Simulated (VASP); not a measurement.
# GaP (R-3m) in VASP: relaxation of shape and atoms at fixed volume with r2SCAN

Aim: the relaxation of shape and atoms at fixed volume of GaP with r2SCAN.

Program: VASP 6.6.1. These are calculated values, not measurements. Logs are shortened: lines on timing, memory, paths and dates and some standing lists are left out, and cuts for length are marked.

### Step 1. The cell of the first run

It takes space group R-3m (No. 166, trigonal). The conventional cell has a = 3.803 Å, b = 3.803 Å, c = 18.925 Å, α = 90.00°, β = 90.00°, γ = 120.00°. Within 3.1 Å of Ga (site symmetry 3m) lie 3 P at 2.35 Å and 1 Ga at 2.43 Å. Within 2.9 Å of P (site symmetry 3m) lie 1 P at 2.18 Å and 3 Ga at 2.35 Å.

### Step 2. Relaxation of shape and atoms at fixed volume, r2SCAN (19.75 Å³/atom)

The input, POSCAR:

```
GaP
1.0
    1.9013478510      1.0977436936      6.3083912415
   -1.9013478510      1.0977436936      6.3083912415
    0.0000000000     -2.1954873872      6.3083912415
Ga P
2 2
Direct
    0.4357730671      0.4357730671      0.4357730671
    0.5642269329      0.5642269329      0.5642269329
    0.0576736952      0.0576736952      0.0576736952
    0.9423263048      0.9423263048      0.9423263048
```

The input, INCAR.step1:

```
PREC = Accurate ; ENCUT = 600
ISMEAR = 0 ; SIGMA = 0.02
LREAL = F ; LASPH = T
NELM = 100 ; GGA = PE
ALGO = Normal ; EDIFF = 1E-4
LWAVE = T ; LCHARG = F
```

The input, INCAR.step2:

```
PREC = Accurate ; ENCUT = 600
EDIFF = 1E-7 ; ISMEAR = 0
SIGMA = 0.02 ; LREAL = F
LASPH = T ; NELM = 100
ALGO = Normal ; ISIF = 4
LWAVE = F ; LCHARG = F
METAGGA = R2SCAN ; LMIXTAU = T
IBRION = 2 ; NSW = 50
EDIFFG = -0.01 ; ISTART = 1
```

The input, KPOINTS:

```
regular mesh
0
Gamma
  9 9 9
```

Potentials or basis: VASP PAW PBE potentials, release 64 (Ga_d, P).

Run with:

```bash
cat potpaw_PBE.64/Ga_d/POTCAR potpaw_PBE.64/P/POTCAR > POTCAR
cp INCAR.step1 INCAR
mpirun -np 1 vasp_std > vasp.out
cp INCAR.step2 INCAR
mpirun -np 1 vasp_std > vasp.out
```

OUTCAR:

```text
PREC = Accurate
   ENCUT = 600
   EDIFF = 1E-7
   ISMEAR = 0
   LREAL = F
   LASPH = T
   NELM = 100
   ISIF = 4
   METAGGA = R2SCAN
   IBRION = 2
   NSW = 50
   EDIFFG = -0.01
   ISTART = 1

 ion  position               nearest neighbor table
   1  0.436  0.436  0.436-   3 2.35   3 2.35   3 2.35   2 2.43
   2  0.564  0.564  0.564-   4 2.35   4 2.35   4 2.35   1 2.43
   3  0.058  0.058  0.058-   4 2.18   1 2.35   1 2.35   1 2.35
   4  0.942  0.942  0.942-   3 2.18   2 2.35   2 2.35   2 2.35

  LATTYP: Found a trigonal (rhomboedric) cell.
 ALAT       =     6.6795183152
 COS(alpha) =     0.8379448407

  Lattice vectors:

 A1 = (   1.9013478510,   1.0977436936,   6.3083912415)
 A2 = (  -1.9013478510,   1.0977436936,   6.3083912415)
 A3 = (   0.0000000000,  -2.1954873872,   6.3083912415)

Analysis of symmetry for initial positions (statically):
=====================================================================
 Subroutine PRICEL returns:
 Original cell was already a primitive cell.

 Routine SETGRP: Setting up the symmetry group for a
 trigonal (rhombohedral) supercell.

 Subroutine GETGRP returns: Found 12 space group operations
 (whereof 12 operations were pure point group operations)
 out of a pool of 12 trial point group operations.

The static configuration has the point symmetry D_3d.

Analysis of symmetry for dynamics (positions and initial velocities):
=====================================================================
 Subroutine PRICEL returns:
 Original cell was already a primitive cell.

 Routine SETGRP: Setting up the symmetry group for a
 trigonal (rhombohedral) supercell.

 Subroutine GETGRP returns: Found 12 space group operations
 (whereof 12 operations were pure point group operations)
 out of a pool of 12 trial point group operations.

The dynamic configuration has the point symmetry D_3d.

 Subroutine INISYM returns: Found 12 space group operations
 (whereof 12 operations are pure point group operations),
 and found     1 'primitive' translations

----------------------------------------------------------------------------------------

[... 154 lines left out ...]
  Total        1.2265591      1.2265591      1.2618750      0.0000000     -0.0000000      0.0000000
  in kB       24.8752051     24.8752051     25.5914276      0.0000000     -0.0000000      0.0000000
  external PRESSURE =      25.1139459 kB  Pullay stress =       0.0000000 kB

 VOLUME and BASIS-vectors are now :
 -----------------------------------------------------------------------------
  energy-cutoff  :      600.00
  volume of cell :       79.00
      direct lattice vectors                 reciprocal lattice vectors
     1.901347851  1.097743694  6.308391241     0.262971344  0.151826576  0.052839673
    -1.901347851  1.097743694  6.308391241    -0.262971344  0.151826576  0.052839673
     0.000000000 -2.195487387  6.308391241     0.000000000 -0.303653153  0.052839673

 POSITION                                       TOTAL-FORCE (eV/Angst)
 -----------------------------------------------------------------------------------
      0.00000      0.00000      8.24708         0.000000      0.000000      0.029423
      0.00000      0.00000     10.67809         0.000000     -0.000000     -0.029423
      0.00000      0.00000      1.09148         0.000000     -0.000000     -0.000274
      0.00000      0.00000     17.83369         0.000000     -0.000000      0.000274
 -----------------------------------------------------------------------------------
    total drift:                                0.000000      0.000000      0.000000

  FREE ENERGIE OF THE ION-ELECTRON SYSTEM (eV)
  ---------------------------------------------------
  free  energy   TOTEN  =       -42.3137246993 eV

  energy  without entropy=      -42.3137246993  energy(sigma->0) =      -42.31372470

--------------------------------------- Ionic step        2  -------------------------------------------

 number of electron      36.0000000 magnetization

 Free energy of the ion-electron system (eV)
  ---------------------------------------------------
  ext. energy  EPLUGINS =         0.00000000
  ---------------------------------------------------
  free energy    TOTEN  =       -42.31387237 eV

  energy without entropy =      -42.31387237  energy(sigma->0) =      -42.31387237

 E-fermi :   5.2004     XC(G=0): -10.6773

 val. band max:        5.0811607721   @ k =   0.0000   0.0000   0.0000
 cond. band min:       6.1641038331   @ k =  -0.4444  -0.4444   0.1111
 fundamental gap:      1.0829430610
 Fermi energy:         5.2003799584

 k-point     1 :       0.0000    0.0000    0.0000
  band No.  band energies     occupation
      1     -10.2496      2.00000
      2     -10.0917      2.00000
      3     -10.0917      2.00000
      4     -10.0708      2.00000
      5     -10.0708      2.00000
      6     -10.0002      2.00000
[... 589 lines left out ...]
     21       7.2171      0.00000
     22       9.4167      0.00000

 [... further k-points ...]

------------------------ aborting loop because EDIFF is reached ----------------------------------------

  FORCE on cell =-STRESS in cart. coord.  units (eV):
  Direction    XX          YY          ZZ          XY          YZ          ZX
  --------------------------------------------------------------------------------------
  -------------------------------------------------------------------------------------
  Total        1.2284840      1.2284840      1.2459933      0.0000000      0.0000000      0.0000000
  in kB       24.9142423     24.9142423     25.2693403      0.0000000      0.0000000      0.0000000
  external PRESSURE =      25.0326083 kB  Pullay stress =       0.0000000 kB

 VOLUME and BASIS-vectors are now :
 -----------------------------------------------------------------------------
  energy-cutoff  :      600.00
  volume of cell :       79.00
      direct lattice vectors                 reciprocal lattice vectors
     1.901077941  1.097587861  6.310182669     0.263008680  0.151848132  0.052824673
    -1.901077941  1.097587861  6.310182669    -0.263008680  0.151848132  0.052824673
     0.000000000 -2.195175721  6.310182669     0.000000000 -0.303696265  0.052824673

 POSITION                                       TOTAL-FORCE (eV/Angst)
 -----------------------------------------------------------------------------------
      0.00000      0.00000      8.25084         0.000000     -0.000000      0.004114
      0.00000      0.00000     10.67971         0.000000     -0.000000     -0.004114
      0.00000      0.00000      1.09178         0.000000      0.000000     -0.001148
      0.00000      0.00000     17.83877         0.000000      0.000000      0.001148
 -----------------------------------------------------------------------------------
    total drift:                                0.000000      0.000000     -0.000000

  FREE ENERGIE OF THE ION-ELECTRON SYSTEM (eV)
  ---------------------------------------------------
  free  energy   TOTEN  =       -42.3138723735 eV

  energy  without entropy=      -42.3138723735  energy(sigma->0) =      -42.31387237

 reached required accuracy - stopping structural energy minimisation
```

OUTCAR.step1:

```text
PREC = Accurate
   ENCUT = 600
   ISMEAR = 0
   LREAL = F
[... 830 lines left out ...]
      0.00000      0.00000      8.24708         0.000000      0.000000      0.022633
      0.00000      0.00000     10.67809         0.000000      0.000000     -0.022633
      0.00000      0.00000      1.09148         0.000000      0.000000      0.024283
      0.00000      0.00000     17.83369         0.000000      0.000000     -0.024283
 -----------------------------------------------------------------------------------
    total drift:                                0.000000      0.000000      0.000000

  FREE ENERGIE OF THE ION-ELECTRON SYSTEM (eV)
  ---------------------------------------------------
  free  energy   TOTEN  =       -17.6634531249 eV

  energy  without entropy=      -17.6634531249  energy(sigma->0) =      -17.66345312
```

OSZICAR.step1:

```text
N       E                     dE             d eps       ncg     rms          rms(c)
DAV:   1     0.243665185064E+03    0.24367E+03   -0.19157E+04  3780   0.266E+03
DAV:   2     0.938704791095E+01   -0.23428E+03   -0.22937E+03  3986   0.513E+02
DAV:   3    -0.170643369109E+02   -0.26451E+02   -0.25854E+02  4442   0.133E+02
DAV:   4    -0.179670368154E+02   -0.90270E+00   -0.90037E+00  4838   0.251E+01
DAV:   5    -0.179881926894E+02   -0.21156E-01   -0.21145E-01  4952   0.345E+00    0.678E+00
DAV:   6    -0.177177395839E+02    0.27045E+00   -0.49505E-01  5278   0.113E+01    0.412E+00
DAV:   7    -0.176623957252E+02    0.55344E-01   -0.32679E-01  4572   0.361E+00    0.999E-01
DAV:   8    -0.176628933517E+02   -0.49763E-03   -0.38934E-02  4718   0.260E+00    0.275E-01
DAV:   9    -0.176632224609E+02   -0.32911E-03   -0.48368E-03  4698   0.811E-01    0.973E-02
DAV:  10    -0.176633241043E+02   -0.10164E-03   -0.57152E-04  4170   0.192E-01    0.336E-02
DAV:  11    -0.176634382809E+02   -0.11418E-03   -0.11475E-04  3066   0.924E-02    0.110E-02
DAV:  12    -0.176634531249E+02   -0.14844E-04   -0.30086E-05  2788   0.512E-02
   1 F= -.17663453E+02 E0= -.17663453E+02  d E =-.217914E-19
```

Wall time 86 min (1 thread of Oxide Virtual Turin-like, shared host); peak memory 0.52 GiB.

Results:

```
Free energy                  : -42.3139 eV
Energy gained by relaxing    : 0.0 meV/atom
Ionic steps                  : 2
Pressure after relaxing      : 2.5 GPa
Largest force after relaxing : 0.004 eV/Å
Band gap on the k mesh       : 1.08 eV (least direct gap 1.65 eV)
```

Forces in eV/Å, atoms in the order of the input:
```
Ga   0.000  0.000  0.004
Ga   0.000  0.000 -0.004
P    0.000  0.000 -0.001
P    0.000  0.000  0.001
```

The path:
```csv
step,energy change (eV),largest force (eV/Å),pressure (GPa),volume (Å³)
1,0.0000,0.0294,2.51,79.00
2,-0.0001,0.0041,2.50,79.00
```

Final structure:
```
Ga P
1.0
     1.90108    1.09759    6.31018
    -1.90108    1.09759    6.31018
     0.00000   -2.19518    6.31018
Ga P
2 2
Direct
  0.43585 0.43585 0.43585
  0.56415 0.56415 0.56415
  0.05767 0.05767 0.05767
  0.94233 0.94233 0.94233
```

Caveat: the PAW data sets were made with another functional, which shifts forces and pressure a little.
